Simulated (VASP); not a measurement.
Crystal: SrCl2.

```
Sr Cl
1.0
     0.00000    3.51921    3.51921
     3.51921    0.00000    3.51921
     3.51921    3.51921    0.00000
Sr Cl
1 2
Direct
  0.00000 0.00000 0.00000
  0.25000 0.25000 0.25000
  0.75000 0.75000 0.75000
```

```yaml
Program: VASP 6.6.1
Task: relaxation of cell and atoms
Functional: LDA
Potentials_or_basis: VASP PAW LDA potentials, release 64 (Sr_sv, Cl)
Cutoff: 600 eV
k_mesh: 6 × 6 × 6
Occupations: fermi-dirac, width 0.02 eV
Spin: no spin polarisation
```

At the start: pressure -3.4 GPa; volume 29.06 Å³/atom.

**Question.** Where does the relaxation end?

**Answer.** Over 3 steps the energy falls by 32.2 meV/atom and the volume is 26.35 Å³/atom (-9.3 %); space group Fm-3m (No. 225, to 0.05 Å).

Step by step:
```tsv
step	energy change (eV)	largest force (eV/Å)	pressure (GPa)	volume (Å³)
1	0.0000	0.0000	-3.45	87.17
2	-0.0961	0.0000	-0.27	79.51
3	-0.0965	0.0000	-0.02	79.04
```

Final structure:
```yaml
crystal:
  lattice:
    - [0.00000, 3.40615, 3.40615]
    - [3.40615, 0.00000, 3.40615]
    - [3.40615, 3.40615, 0.00000]
  atoms:
    - { symbol: Sr, position: [0.00000, 0.00000, 0.00000] }
    - { symbol: Cl, position: [0.25000, 0.25000, 0.25000] }
    - { symbol: Cl, position: [0.75000, 0.75000, 0.75000] }
```
